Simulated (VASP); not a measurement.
# Co (P6_3/mmc) in VASP: further runs

Co is run at these levels: PBE; tasks: single point.

Program: VASP 6.6.1. These are calculated values, not measurements. Logs are shortened: lines on timing, memory, paths and dates and some standing lists are left out, and cuts for length are marked.

## (1) The cell of the first run

The structure is hexagonal, space group P6_3/mmc (No. 194). Conventional cell: a = 2.543 Å, b = 2.543 Å, c = 3.548 Å, α = 90.00°, β = 90.00°, γ = 120.00°. Within 3.0 Å of Co (site symmetry -6m2) lie 12 Co at 2.30 to 2.54 Å.

## (2) Single point, PBE, collinear spin, ferromagnetic start

Contents of INCAR:

```
SYSTEM = Co
PREC = Accurate
ENCUT = 520
EDIFF = 1E-6
ISMEAR = 0
SIGMA = 0.15
LREAL = .FALSE.
LASPH = .TRUE.
NELM = 150
ALGO = Fast
ISIF = 2
LWAVE = .FALSE.
LCHARG = .FALSE.
ISPIN = 2
MAGMOM = 1.86 1.86
LORBIT = 11
LMAXMIX = 4
GGA = PE
NBANDS = 20
```

Contents of KPOINTS:

```
regular mesh
0
G
  21 21 12
  0 0 0
```

Contents of POSCAR:

```
Co
1.0
    2.5432000000      0.0000000000      0.0000000000
   -1.2716000000      2.2024758069      0.0000000000
    0.0000000000      0.0000000000      3.5484000000
Co
2
Direct
    0.3333333333      0.6666666667      0.2500000000
    0.6666666667      0.3333333333      0.7500000000
```

Potentials or basis: VASP PAW PBE potentials, release 64 (Co).

Started as:

```sh
$ cat potpaw_PBE.64/Co/POTCAR > POTCAR
$ mpirun -np 1 vasp_std > vasp.out
```

OUTCAR:

```text
SYSTEM = Co
   PREC = Accurate
   ENCUT = 520
   EDIFF = 1E-6
   ISMEAR = 0
   LREAL = .FALSE.
   LASPH = .TRUE.
   NELM = 150
   ISIF = 2
   ISPIN = 2
   LORBIT = 11
   GGA = PE

 ion  position               nearest neighbor table
   1  0.333  0.667  0.250-   2 2.30   2 2.30   2 2.30   2 2.30   2 2.30   2 2.30
   2  0.667  0.333  0.750-   1 2.30   1 2.30   1 2.30   1 2.30   1 2.30   1 2.30

  LATTYP: Found a hexagonal cell.
 ALAT       =     2.5432000000
 C/A-ratio  =     1.3952500786

  Lattice vectors:

 A1 = (   2.5432000000,   0.0000000000,   0.0000000000)
 A2 = (  -1.2716000000,   2.2024758069,   0.0000000000)
 A3 = (   0.0000000000,   0.0000000000,   3.5484000000)

Analysis of symmetry for initial positions (statically):
=====================================================================
 Subroutine PRICEL returns:
 Original cell was already a primitive cell.

 Routine SETGRP: Setting up the symmetry group for a
 hexagonal supercell.

 Subroutine GETGRP returns: Found 24 space group operations
 (whereof 12 operations were pure point group operations)
 out of a pool of 24 trial point group operations.

The static configuration has the point symmetry D_3d.
 The point group associated with its full space group is D_6h.

Analysis of symmetry for dynamics (positions and initial velocities):
=====================================================================
 Subroutine PRICEL returns:
 Original cell was already a primitive cell.

 Routine SETGRP: Setting up the symmetry group for a
 hexagonal supercell.

 Subroutine GETGRP returns: Found 24 space group operations
 (whereof 12 operations were pure point group operations)
 out of a pool of 24 trial point group operations.

The dynamic configuration has the point symmetry D_3d.
 The point group associated with its full space group is D_6h.

Analysis of structural, dynamic, and magnetic symmetry:
=====================================================================
 Subroutine PRICEL returns:
 Original cell was already a primitive cell.

 Routine SETGRP: Setting up the symmetry group for a
 hexagonal supercell.

 Subroutine GETGRP returns: Found 24 space group operations
 (whereof 12 operations were pure point group operations)
 out of a pool of 24 trial point group operations.

The overall configuration has the point symmetry D_3d.
 The point group associated with its full space group is D_6h.

 Subroutine INISYM returns: Found 24 space group operations
 (whereof 12 operations are pure point group operations),
 and found     1 'primitive' translations

----------------------------------------------------------------------------------------

                                     Primitive cell

  volume of cell :      19.8758

  direct lattice vectors                    reciprocal lattice vectors
     2.543200000  0.000000000  0.000000000     0.393205411  0.227017250  0.000000000
    -1.271600000  2.202475807  0.000000000     0.000000000  0.454034499  0.000000000
     0.000000000  0.000000000  3.548400000     0.000000000  0.000000000  0.281817157

  length of vectors
     2.543200000  2.543200000  3.548400000     0.454034499  0.454034499  0.281817157

  position of ions in fractional coordinates (direct lattice)
     0.333333333  0.666666667  0.250000000
     0.666666667  0.333333333  0.750000000

  ion indices of the primitive-cell ions
   primitive index   ion index
                 1           1
                 2           2

----------------------------------------------------------------------------------------

 KPOINTS: regular mesh

Automatic generation of k-mesh.
 Grid dimensions read from file:
 generate k-points for:   21   21   12

 Generating k-lattice:

  Cartesian coordinates                     Fractional coordinates (reciprocal lattice)
     0.018724067  0.010810345  0.000000000     0.047619048  0.000000000  0.000000000
     0.000000000  0.021620690  0.000000000     0.000000000  0.047619048  0.000000000
     0.000000000  0.000000000  0.023484763     0.000000000  0.000000000  0.083333333

  Length of vectors
     0.021620690  0.021620690  0.023484763

  Shift w.r.t. Gamma in fractional coordinates (k-lattice)
     0.000000000  0.000000000  0.000000000

 Subroutine IBZKPT returns following result:
 ===========================================

 Found    336 irreducible k-points:

 Following reciprocal coordinates:
            Coordinates               Weight
  0.000000  0.000000  0.000000      1.000000
  0.047619  0.000000  0.000000      6.000000
  0.095238  0.000000  0.000000      6.000000
  0.142857  0.000000  0.000000      6.000000
  0.190476  0.000000  0.000000      6.000000
  0.238095  0.000000  0.000000      6.000000
[... 16 lines left out ...]
  0.142857  0.095238  0.000000     12.000000
  0.190476  0.095238  0.000000     12.000000
 [... further k-points ...]
   k-points           NKPTS =    336   k-points in BZ     NKDIM =    336   number of bands    NBANDS=     20
   number of dos      NEDOS =    301   number of ions     NIONS =      2
   total plane-waves  NPLWV =  11200
   dimension x,y,z NGX =    20 NGY =   20 NGZ =   28
   dimension x,y,z NGXF=    40 NGYF=   40 NGZF=   56
   ions per type =               2
   NGX,Y,Z   is equivalent  to a cutoff of  13.07, 13.07, 13.12 a.u.
   NGXF,Y,Z  is equivalent  to a cutoff of  26.15, 26.15, 26.24 a.u.
 SYSTEM =  Co
   PREC   = accura    normal or accurate (medium, high low for compatibility)
   ISTART =      0    job   : 0-new  1-cont  2-samecut
   ICHARG =      2    charge: 1-file 2-atom 10-const
   ISPIN  =      2    spin polarized calculation?
   LNONCOLLINEAR =      F non collinear calculations
   LSORBIT =      F    spin-orbit coupling
   LASPH  =      T    aspherical Exc in radial PAW
   ENCUT  =  520.0 eV  38.22 Ry    6.18 a.u.   4.73  4.73  6.60*2*pi/ulx,y,z
   NELM   =    150;   NELMIN=  2; NELMDL= -5     # of ELM steps
   EDIFF  = 0.1E-05   stopping-criterion for ELM
   LREAL  =      F    real-space projection
   EDIFFG = 0.1E-04   stopping-criterion for IOM
   NSW    =      0    number of steps for IOM
   IBRION =     -1    ionic relax: 0-MD 1-quasi-New 2-CG
   NFREE  =      0    steps in history (QN), initial steepest desc. (CG)
   ISIF   =      2    stress and relaxation
   ISYM   =      2    0-nonsym 1-usesym 2-fastsym
   POTIM  = 0.5000    time-step for ionic-motion
   TEBEG  =    0.0;   TEEND  =   0.0 temperature during run
   PSTRESS=    0.0 pullay stress
   NELECT =      18.0000    total number of electrons
   NUPDOWN=      -1.0000    fix difference up-down
   EMIN   =  10.00;   EMAX   =-10.00  energy-range for DOS
   EFERMI =   0.00;   METHOD = LEGACY
   ISMEAR =     0;   SIGMA  =   0.15  broadening in eV -4-tet -1-fermi 0-gaus
   EFERMI_NEDOS =   21; number of points for ismear=-14 and -15
   IALGO  =     68    algorithm
   IMIX   =      4    mixing-type and parameters
     AMIX     =   0.40;   BMIX     =  1.00
     AMIX_MAG =   1.60;   BMIX_MAG =  1.00
  volume/ion in A,a.u.               =       9.94        67.06
  Fermi-wavevector in a.u.,A,eV,Ry     =   1.583887  2.993113 34.132918  2.508699
  Thomas-Fermi vector in A             =   2.683589
   LORBIT       =     11    0 simple, 1 ext, 2 COOP (PROOUT), +10 PAW based schemes
   GGA     = PE    functional components
   LHFCALC =     F    Hartree Fock is set to
   AEXX    =    0.0000 exact exchange contribution
   IVDW    =     0    specifies the selected vdW correction
   LEPSILON=     F    determine dielectric tensor
   LRPA    =     F    only Hartree local field effects (RPA)
 spin polarized calculation
 RMM-DIIS sequential band-by-band and
 Gauss-broadening in eV      SIGMA  =   0.15
  energy-cutoff  :      520.00
  volume of cell :       19.88
 maximum number of plane-waves:       555
 NGX is ok and might be reduce to    20
   NGX =  9   NGY =  9   NGZ = 13

 number of electron      17.9999998 magnetization       2.8670058

 Free energy of the ion-electron system (eV)
  ---------------------------------------------------
  ext. energy  EPLUGINS =         0.00000000
  ---------------------------------------------------
  free energy    TOTEN  =       -13.65642140 eV

  energy without entropy =      -13.63127202  energy(sigma->0) =      -13.64384671

 E-fermi :  11.5631     XC(G=0): -13.9119

 val. band max:       11.5624071277   @ k =   0.2857   0.0476   0.2500
 cond. band min:      11.5643629945   @ k =   0.2381   0.2381   0.0000
 fundamental gap:      0.0019558668
 Fermi energy:        11.5630765849

 spin component 1

 k-point     1 :       0.0000    0.0000    0.0000
  band No.  band energies     occupation
      1       2.1504      1.00000
      2       5.9986      1.00000
      3       8.7873      1.00000
      4       8.7873      1.00000
      5       9.1342      1.00000
      6       9.1342      1.00000
[... 12 lines left out ...]
     19      36.6434      0.00000
     20      41.0734      0.00000
[... 507 lines left out ...]
 k-point    24 :       0.1905    0.0952    0.0000
  band No.  band energies     occupation
      1       4.1352      1.00000
      2       6.6751      1.00000
      3       7.7937      1.00000
      4       7.9987      1.00000
      5       8.6272      1.00000
      6       9.3165      1.00000
[... 12 lines left out ...]
     19      36.7466      0.00000
     20      38.7265      0.00000

 [... further k-points ...]

 spin component 2

 k-point     1 :       0.0000    0.0000    0.0000
  band No.  band energies     occupation
      1       2.1611      1.00000
      2       7.0014      1.00000
      3      10.2620      1.00000
      4      10.2620      1.00000
      5      10.5296      1.00000
      6      10.5296      1.00000
[... 12 lines left out ...]
     19      36.6099      0.00000
     20      40.9154      0.00000
[... 507 lines left out ...]
 k-point    24 :       0.1905    0.0952    0.0000
  band No.  band energies     occupation
      1       4.1809      1.00000
      2       7.7811      1.00000
      3       9.0538      1.00000
      4       9.1157      1.00000
      5       9.9459      1.00000
      6      10.8005      1.00000
[... 12 lines left out ...]
     19      36.9129      0.00000
     20      39.1610      0.00000

 [... further k-points ...]

------------------------ aborting loop because EDIFF is reached ----------------------------------------

  FORCE on cell =-STRESS in cart. coord.  units (eV):
  Direction    XX          YY          ZZ          XY          YZ          ZX
  --------------------------------------------------------------------------------------
  -------------------------------------------------------------------------------------
  Total        1.3699848      1.3699848      7.1168439      0.0000000      0.0000000      0.0000000
  in kB      110.4338204    110.4338204    573.6853886      0.0000000      0.0000000      0.0000000
  external PRESSURE =     264.8510098 kB  Pullay stress =       0.0000000 kB

 VOLUME and BASIS-vectors are now :
 -----------------------------------------------------------------------------
  energy-cutoff  :      520.00
  volume of cell :       19.88
      direct lattice vectors                 reciprocal lattice vectors
     2.543200000  0.000000000  0.000000000     0.393205411  0.227017250  0.000000000
    -1.271600000  2.202475807  0.000000000     0.000000000  0.454034499  0.000000000
     0.000000000  0.000000000  3.548400000     0.000000000  0.000000000  0.281817157

 POSITION                                       TOTAL-FORCE (eV/Angst)
 -----------------------------------------------------------------------------------
     -0.00000      1.46832      0.88710        -0.000000      0.000000      0.000000
      1.27160      0.73416      2.66130         0.000000      0.000000      0.000000
 -----------------------------------------------------------------------------------
    total drift:                               -0.000000      0.000000     -0.000000

  FREE ENERGIE OF THE ION-ELECTRON SYSTEM (eV)
  ---------------------------------------------------
  free  energy   TOTEN  =       -13.6564213957 eV

  energy  without entropy=      -13.6312720195  energy(sigma->0) =      -13.64384671

 total charge

# of ion       s       p       d       tot
------------------------------------------
    1        0.533   0.603   7.358   8.494
    2        0.533   0.603   7.358   8.494
--------------------------------------------------
tot          1.067   1.205  14.717  16.989

 magnetization (x)

# of ion       s       p       d       tot
------------------------------------------
    1       -0.016  -0.051   1.501   1.434
    2       -0.016  -0.051   1.501   1.434
--------------------------------------------------
tot         -0.031  -0.102   3.002   2.869
```

Wall time 3 min (1 thread of Intel Xeon Platinum 8488C (Sapphire Rapids), shared host); peak memory 0.29 GiB.

Results:

* Free energy: -13.6564 eV
* Pressure: 26.5 GPa
* Net moment: 2.87 μB per cell
* Site moments: Co +1.43 μB
* Valence electrons inside the program's atomic spheres: Co 8.49

Levels at points of the mesh, in eV from the Fermi level:
Spin up:
| k point | band 8 | band 9 | band 10 | band 11 | band 12 | band 13 |
| --- | --- | --- | --- | --- | --- | --- |
| (0.00, 0.00, 0.00) | -2.20 | -1.93 | -0.49 | -0.49 | 1.94 | 9.58 |
| (0.00, 0.00, 0.50) | -2.50 | -0.78 | -0.78 | -0.78 | -0.78 | 19.85 |
Spin down:
```tsv
k point	band 6	band 7	band 8	band 9	band 10	band 11
(0.00, 0.00, 0.00)	-1.03	-0.64	-0.64	-0.25	1.05	1.05
(0.00, 0.00, 0.50)	-1.70	-1.11	-1.11	0.81	0.81	0.81
```

## (3) Single point, PBE, collinear spin, ferromagnetic start

This run uses another cell than the first one, of 9.99 Å³/atom, 1.005 times its volume.

Edit INCAR of step 2 so:

```diff
@@ -9,3 +9,3 @@
 NELM = 150
-ALGO = Fast
+ALGO = Normal
 ISIF = 2
```

KPOINTS is that of step 2.

Contents of POSCAR:

```
Co
1.0
    2.4933810334      0.0000000000      0.0000000000
   -1.2466905167      2.1593313163      0.0000000000
    0.0000000000      0.0000000000      3.7097000000
Co
2
Direct
    0.3333333333      0.6666666667      0.2500000000
    0.6666666667      0.3333333333      0.7500000000
```

Potentials or basis: VASP PAW PBE potentials, release 64 (Co).

Started as:

```sh
$ cat potpaw_PBE.64/Co/POTCAR > POTCAR
$ mpirun -np 1 vasp_std > vasp.out
```

It took 3 min on 1 thread of Intel Xeon Platinum 8488C (Sapphire Rapids), shared host; peak memory 0.29 GiB.

It converged, with:

| Property | Result |
| --- | --- |
| Free energy | -13.8769 eV |
| Pressure | 22.2 GPa |
| Net moment | 3.02 μB per cell |
| Site moments | Co +1.51 μB |
| Valence electrons inside the program's atomic spheres | Co 8.46 |

Stress tensor (GPa, compression positive):
```
12.36  0.00  0.00
 0.00 12.36  0.00
 0.00  0.00 41.94
```

Levels at points of the mesh, in eV from the Fermi level:
Spin up:
```csv
k point,band 6,band 7,band 8,band 9,band 10,band 11,band 12,band 13,band 14,band 15
"(0.00, 0.00, 0.00)",-2.24,-2.23,-2.20,-2.20,-0.58,-0.58,1.01,8.48,21.60,24.31
"(0.00, 0.00, 0.50)",-2.92,-2.72,-2.72,-0.91,-0.91,-0.91,-0.91,18.28,18.28,22.56
```
Spin down:
```tsv
k point	band 3	band 4	band 5	band 6	band 7	band 8	band 9	band 10	band 11	band 12
(0.00, 0.00, 0.00)	-1.17	-1.17	-0.63	-0.63	-0.62	-0.62	-0.58	0.98	1.13	1.13
(0.00, 0.00, 0.50)	-1.40	-1.40	-1.40	-1.40	-1.35	-1.35	0.80	0.80	0.80	0.80
```

## (4) Single point, PBE, collinear spin, ferromagnetic start

This run uses another cell than the first one, of 9.36 Å³/atom, 0.942 times its volume.

Contents of INCAR:

```
  PREC = Accurate
  ENCUT = 520
  EDIFF = 1E-7
  ISMEAR = 0
  SIGMA = 0.15
  LREAL = F
  LASPH = T
  NELM = 150
  ALGO = Fast
  ISIF = 2
  LWAVE = F
  LCHARG = F
  ISPIN = 2
  MAGMOM = 1.86 1.86
  LORBIT = 11
  LMAXMIX = 4
  GGA = PE
  NBANDS = 20
```

Contents of KPOINTS:

```
Automatic mesh
0
Gamma
  21 21 12
```

Contents of POSCAR:

```
Co
1.0
    2.4684000000      0.0000000000      0.0000000000
   -1.2342000000      2.1376971067      0.0000000000
    0.0000000000      0.0000000000      3.5484000000
Co
2
Direct
    0.3333333333      0.6666666667      0.2500000000
    0.6666666667      0.3333333333      0.7500000000
```

Started as:

```sh
$ cat potpaw_PBE.64/Co/POTCAR > POTCAR
$ mpirun -np 1 vasp_std > vasp.out
```

Wall time 2.9 min (1 thread of Intel Xeon Platinum 8488C (Sapphire Rapids), shared host); peak memory 0.27 GiB.

It converged, with:

```
Free energy                                           : -13.5130 eV
Pressure                                              : 45.3 GPa
Net moment                                            : 2.69 μB per cell
Site moments                                          : Co +1.34 μB
Valence electrons inside the program's atomic spheres : Co 8.63
```

Stress tensor (GPa, compression positive):
```
30.32  0.00  0.00
 0.00 30.32  0.00
 0.00  0.00 75.20
```

Levels at points of the mesh, in eV from the Fermi level:
Spin up:
```
           k point  band 6  band 7  band 8  band 9  band 10  band 11  band 12  band 13  band 14  band 15
(0.00, 0.00, 0.00)   -2.39   -2.26   -2.26   -2.13    -0.42    -0.42     1.55     9.72    21.63    24.78
(0.00, 0.00, 0.50)   -3.15   -2.71   -2.71   -0.76    -0.76    -0.76    -0.76    19.89    19.89    22.92
```
Spin down:
```tsv
k point	band 6	band 7	band 8	band 9	band 10	band 11
(0.00, 0.00, 0.00)	-1.06	-0.80	-0.80	-0.57	1.04	1.04
(0.00, 0.00, 0.50)	-1.81	-1.44	-1.44	0.74	0.74	0.74
```

## (5) Summary

```csv
cell,gap on the mesh (eV),pressure (GPa),moment (μB)
"a = 2.543, b = 2.543, c = 3.548 Å, angles 90.0, 90.0, 120.0°, 2 atoms",none,26.5,2.87
"a = 2.493, b = 2.493, c = 3.710 Å, angles 90.0, 90.0, 120.0°, 2 atoms",none,22.2,3.02
"a = 2.468, b = 2.468, c = 3.548 Å, angles 90.0, 90.0, 120.0°, 2 atoms",none,45.3,2.69
```

Alike in all rows: task single point; level PBE; potentials or basis VASP PAW PBE potentials, release 64 (Co); spin collinear, ferromagnetic start; k mesh 21 × 21 × 12; cutoff (eV) 520; smearing gaussian 0.15 eV.

Total energies depend on the potentials used, so only differences within one code and one set of settings carry meaning.
